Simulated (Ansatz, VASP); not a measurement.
## One calculation of Ir, two programs

File INCAR:

```
SYSTEM = Ir
PREC = Accurate
ENCUT = 520
EDIFF = 1E-7
ISMEAR = -1
SIGMA = 0.15
LREAL = .False.
LASPH = .True.
NELM = 100
ALGO = Fast
ISIF = 2
LWAVE = .False.
LCHARG = .True.
GGA = PE
LELF = .True.
LVHAR = .True.
NBANDS = 10
```

KPOINTS

```
regular mesh
0
Gamma
  20 20 20
  0 0 0
```

File POSCAR:

```
Ir
1.0
    0.0000000000      1.9493157443      1.9493157443
    1.9493157443      0.0000000000      1.9493157443
    1.9493157443      1.9493157443      0.0000000000
Ir
1
Direct
    0.0000000000      0.0000000000      0.0000000000
```

Input for Ansatz:

```yaml
crystal:
  lattice:
    - [0.0, 1.9493157443, 1.9493157443]
    - [1.9493157443, 0.0, 1.9493157443]
    - [1.9493157443, 1.9493157443, 0.0]
  atoms:
    - { symbol: Ir, position: [0.0, 0.0, 0.0] }
basis:
  ecutwfc: 420
kpoints:
  mp_grid: { grid: [20, 20, 20] }
hamiltonian:
  xc: pbe
scf:
  occupations: { method: fermi_dirac, width: 0.15 }
output:
  forces: true
  stress: true
  eigenvalues: true
```

Alike in both runs: task single point; functional PBE; k mesh 20 × 20 × 20; occupations fermi-dirac, width 0.15 eV; no spin polarisation.

```csv
,VASP,Ansatz
version,VASP 6.6.1,Ansatz 0.2.0
potentials or method,"VASP PAW PBE potentials, release 64 (Ir), cutoff 520 eV","scalar-relativistic, plane waves, PAW"
valence electrons in the cell,9,17
```

```csv
,VASP,Ansatz,Ansatz less VASP
gap on the k mesh at the Fermi level (eV),none,none,-
pressure (GPa),-6.1,-6.5,-0.38
```

A gap of «none» marks a metal or a gap that the smearing closes. With one functional, cell and mesh, what is left measures potentials, basis and numerics. VASP's potentials hold 9 valence electrons a cell and Ansatz's 17, so a difference there can come from the potentials and not from the codes.

Spin-orbit coupling is off throughout.
